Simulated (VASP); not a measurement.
# Yb (Fm-3m) in VASP: notebook

Runs on Yb. Level: LDA. Tasks: single point.

Program: VASP 6.6.1. These are calculated values, not measurements. Logs are shortened: lines on timing, memory, paths and dates and some standing lists are left out, and cuts for length are marked.

**1. The cell of the first run**

It takes space group Fm-3m (No. 225, cubic). The conventional cell has a = 4.914 Å, b = 4.914 Å, c = 4.914 Å, α = 90.00°, β = 90.00°, γ = 90.00°. Yb (site symmetry m-3m) has 12 Yb at 3.47 Å within 4.6 Å.

**2. Single point, LDA**

INCAR

```
SYSTEM = Yb
PREC = Accurate ; ENCUT = 520
EDIFF = 1E-7 ; ISMEAR = 1
SIGMA = 0.03 ; LREAL = .FALSE.
LASPH = .TRUE. ; NELM = 80
ALGO = Normal ; ISIF = 2
LWAVE = .FALSE. ; LCHARG = .FALSE.
GGA = CA ; NBANDS = 18
```

KPOINTS

```
Automatic mesh
0
G
  11 11 11
  0 0 0
```

POSCAR

```
Yb
1.0
    0.0000000000      2.4569516026      2.4569516026
    2.4569516026      0.0000000000      2.4569516026
    2.4569516026      2.4569516026      0.0000000000
Yb
1
Direct
    0.0000000000      0.0000000000      0.0000000000
```

Potentials or basis: VASP PAW PBE potentials, release 64 (Yb).

Started as:

```bash
$ cat potpaw_PBE.64/Yb/POTCAR > POTCAR
$ mpirun -np 1 vasp_std > vasp.out
```

OUTCAR:

```text
SYSTEM = Yb
   PREC = Accurate
   ENCUT = 520
   EDIFF = 1E-7
   ISMEAR = 1
   LREAL = .FALSE.
   LASPH = .TRUE.
   NELM = 80
   ISIF = 2
   GGA = CA

 ion  position               nearest neighbor table
   1  0.000  0.000  0.000-

  LATTYP: Found a face centered cubic cell.
 ALAT       =     4.9139032052

  Lattice vectors:

 A1 = (   0.0000000000,   2.4569516026,   2.4569516026)
 A2 = (   2.4569516026,   0.0000000000,   2.4569516026)
 A3 = (   2.4569516026,   2.4569516026,   0.0000000000)

Analysis of symmetry for initial positions (statically):
=====================================================================
 Subroutine PRICEL returns:
 Original cell was already a primitive cell.

 Routine SETGRP: Setting up the symmetry group for a
 face centered cubic supercell.

 Subroutine GETGRP returns: Found 48 space group operations
 (whereof 48 operations were pure point group operations)
 out of a pool of 48 trial point group operations.

The static configuration has the point symmetry O_h .

Analysis of symmetry for dynamics (positions and initial velocities):
=====================================================================
 Subroutine PRICEL returns:
 Original cell was already a primitive cell.

 Routine SETGRP: Setting up the symmetry group for a
 face centered cubic supercell.

 Subroutine GETGRP returns: Found 48 space group operations
 (whereof 48 operations were pure point group operations)
 out of a pool of 48 trial point group operations.

The dynamic configuration has the point symmetry O_h .

 Subroutine INISYM returns: Found 48 space group operations
 (whereof 48 operations are pure point group operations),
 and found     1 'primitive' translations

----------------------------------------------------------------------------------------

                                     Primitive cell

  volume of cell :      29.6633

  direct lattice vectors                    reciprocal lattice vectors
     0.000000000  2.456951603  2.456951603    -0.203504212  0.203504212  0.203504212
     2.456951603  0.000000000  2.456951603     0.203504212 -0.203504212  0.203504212
     2.456951603  2.456951603  0.000000000     0.203504212  0.203504212 -0.203504212

  length of vectors
     3.474654278  3.474654278  3.474654278     0.352479635  0.352479635  0.352479635

  position of ions in fractional coordinates (direct lattice)
     0.000000000  0.000000000  0.000000000
[... 72 lines left out ...]
   LSORBIT =      F    spin-orbit coupling
   LASPH  =      T    aspherical Exc in radial PAW
   ENCUT  =  520.0 eV  38.22 Ry    6.18 a.u.   6.46  6.46  6.46*2*pi/ulx,y,z
   NELM   =     80;   NELMIN=  2; NELMDL= -5     # of ELM steps
   EDIFF  = 0.1E-06   stopping-criterion for ELM
   LREAL  =      F    real-space projection
   EDIFFG = 0.1E-05   stopping-criterion for IOM
   NSW    =      0    number of steps for IOM
   IBRION =     -1    ionic relax: 0-MD 1-quasi-New 2-CG
   NFREE  =      0    steps in history (QN), initial steepest desc. (CG)
   ISIF   =      2    stress and relaxation
   ISYM   =      2    0-nonsym 1-usesym 2-fastsym
   POTIM  = 0.5000    time-step for ionic-motion
   TEBEG  =    0.0;   TEEND  =   0.0 temperature during run
   PSTRESS=    0.0 pullay stress
   NELECT =      24.0000    total number of electrons
   NUPDOWN=      -1.0000    fix difference up-down
   EMIN   =  10.00;   EMAX   =-10.00  energy-range for DOS
   EFERMI =   0.00;   METHOD = LEGACY
   ISMEAR =     1;   SIGMA  =   0.03  broadening in eV -4-tet -1-fermi 0-gaus
   EFERMI_NEDOS =   21; number of points for ismear=-14 and -15
   IALGO  =     38    algorithm
   IMIX   =      4    mixing-type and parameters
     AMIX     =   0.40;   BMIX     =  1.00
     AMIX_MAG =   1.60;   BMIX_MAG =  1.00
  volume/ion in A,a.u.               =      29.66       200.18
  Fermi-wavevector in a.u.,A,eV,Ry     =   1.525476  2.882731 31.661795  2.327076
  Thomas-Fermi vector in A             =   2.633641
   LORBIT       =      0    0 simple, 1 ext, 2 COOP (PROOUT), +10 PAW based schemes
   GGA     = CA    functional components
   LHFCALC =     F    Hartree Fock is set to
   AEXX    =    0.0000 exact exchange contribution
   IVDW    =     0    specifies the selected vdW correction
   LEPSILON=     F    determine dielectric tensor
   LRPA    =     F    only Hartree local field effects (RPA)
 non-spin polarized calculation
 Methfessel and Paxton  Order N= 1 SIGMA  =   0.03
  energy-cutoff  :      520.00
  volume of cell :       29.66
 maximum number of plane-waves:       821
 NGX is ok and might be reduce to    28
   NGX = 13   NGY = 13   NGZ = 13

 number of electron      24.0000001 magnetization

 Free energy of the ion-electron system (eV)
  ---------------------------------------------------
  ext. energy  EPLUGINS =         0.00000000
  ---------------------------------------------------
  free energy    TOTEN  =        -4.17897840 eV

  energy without entropy =       -4.17916226  energy(sigma->0) =       -4.17903969

 E-fermi :   1.8404     XC(G=0): -10.6667

 val. band max:        1.8124512954   @ k =  -0.3636   0.3636   0.0909
 cond. band min:       1.8520357530   @ k =  -0.2727   0.4545   0.1818
 fundamental gap:      0.0395844575
 Fermi energy:         1.8404238980

 k-point     1 :       0.0000    0.0000    0.0000
  band No.  band energies     occupation
      1     -49.3923      2.00000
      2     -21.6058      2.00000
      3     -21.6058      2.00000
      4     -21.6058      2.00000
      5      -3.6175      2.00000
      6       1.2927      2.00000
[... 481 lines left out ...]
      5      -1.3951      2.00000
      6       1.3248      2.00000
[... 10 lines left out ...]
     17       8.6876      0.00000
     18      13.2408      0.00000

 [... further k-points ...]

------------------------ aborting loop because EDIFF is reached ----------------------------------------

  FORCE on cell =-STRESS in cart. coord.  units (eV):
  Direction    XX          YY          ZZ          XY          YZ          ZX
  --------------------------------------------------------------------------------------
  -------------------------------------------------------------------------------------
  Total       -0.0337048     -0.0337048     -0.0337048     -0.0000000      0.0000000     -0.0000000
  in kB       -1.8204664     -1.8204664     -1.8204664     -0.0000000      0.0000000     -0.0000000
  external PRESSURE =      -1.8204664 kB  Pullay stress =       0.0000000 kB

 VOLUME and BASIS-vectors are now :
 -----------------------------------------------------------------------------
  energy-cutoff  :      520.00
  volume of cell :       29.66
      direct lattice vectors                 reciprocal lattice vectors
     0.000000000  2.456951603  2.456951603    -0.203504212  0.203504212  0.203504212
     2.456951603  0.000000000  2.456951603     0.203504212 -0.203504212  0.203504212
     2.456951603  2.456951603  0.000000000     0.203504212  0.203504212 -0.203504212

 POSITION                                       TOTAL-FORCE (eV/Angst)
 -----------------------------------------------------------------------------------
      0.00000      0.00000      0.00000        -0.000000      0.000000      0.000000
 -----------------------------------------------------------------------------------
    total drift:                               -0.000000     -0.000000     -0.000000

  FREE ENERGIE OF THE ION-ELECTRON SYSTEM (eV)
  ---------------------------------------------------
  free  energy   TOTEN  =        -4.1789784043 eV

  energy  without entropy=       -4.1791622567  energy(sigma->0) =       -4.17903969
```

stdout:

```text
POSCAR found type information on POSCAR Yb
 POSCAR found :  1 types and       1 ions
 scaLAPACK will be used
 -----------------------------------------------------------------------------
|                                                                             |
|                                                                             |
|     You enforced a specific xc type in the INCAR file but a different       |
|     I HOPE YOU KNOW WHAT YOU ARE DOING!                                     |
|                                                                             |
 -----------------------------------------------------------------------------

 LDA part: xc-table for (Slater(with rela. corr.)+CA(PZ))
 , standard interpolation
 POSCAR, INCAR and KPOINTS ok, starting setup
 FFT: planning ... GRIDC
 FFT: planning ... GRID_SOFT
 FFT: planning ... GRID
 WAVECAR not read
 entering main loop
```

It took 34 s on 1 thread of AMD EPYC 9R45 (Zen 5), shared host; peak memory 0.14 GiB.

Results:

| Quantity | Value |
| --- | --- |
| Free energy | -4.1790 eV |
| Pressure | -0.2 GPa |
| Band gap on the k mesh | zero (bands 12 and 13 overlap by 0.14 eV) |

Levels at points of the mesh, in eV from the Fermi level:
```csv
k point,band 9,band 10,band 11,band 12,band 13,band 14,band 15,band 16
"(0.00, 0.00, 0.00)",-0.40,-0.25,-0.25,-0.25,3.00,3.00,3.00,5.57
```

Caveat: the PAW data sets were made with another functional, which shifts forces and pressure a little; spin-orbit coupling is left out, which moves the levels of the heavy elements. Spin polarisation is off, so any magnetic state and its effect on volume and gap are missing.

**3. Single point, LDA**

INCAR

```
PREC = Accurate
ENCUT = 520
EDIFF = 1E-6
ISMEAR = 1
SIGMA = 0.1
LREAL = F
LASPH = T
NELM = 100
ALGO = Normal
ISIF = 2
LWAVE = F
LCHARG = F
GGA = CA
NBANDS = 18
```

KPOINTS

```
regular mesh
0
Gamma
  11 11 11
```

POSCAR is that of step 2.

Potentials or basis: VASP PAW PBE potentials, release 64 (Yb).

Started as:

```bash
$ cat potpaw_PBE.64/Yb/POTCAR > POTCAR
$ mpirun -np 1 vasp_std > vasp.out
```

Run time: 27 s. Hardware: 1 thread of AMD EPYC 9R45 (Zen 5), shared host; peak memory 0.14 GiB.

Results (log left out):

```
Free energy            : -4.1791 eV
Pressure               : 0.5 GPa
Band gap on the k mesh : zero (bands 12 and 13 overlap by 0.14 eV)
```

Levels at points of the mesh, in eV from the Fermi level:
```csv
k point,band 8,band 9,band 10,band 11,band 12,band 13,band 14,band 15,band 16,band 17
"(0.00, 0.00, 0.00)",-0.42,-0.42,-0.27,-0.27,-0.27,2.98,2.98,2.98,5.55,5.55
```

Caveat: the PAW data sets were made with another functional, which shifts forces and pressure a little; spin-orbit coupling is left out, which moves the levels of the heavy elements. Spin polarisation is off, so any magnetic state and its effect on volume and gap are missing.
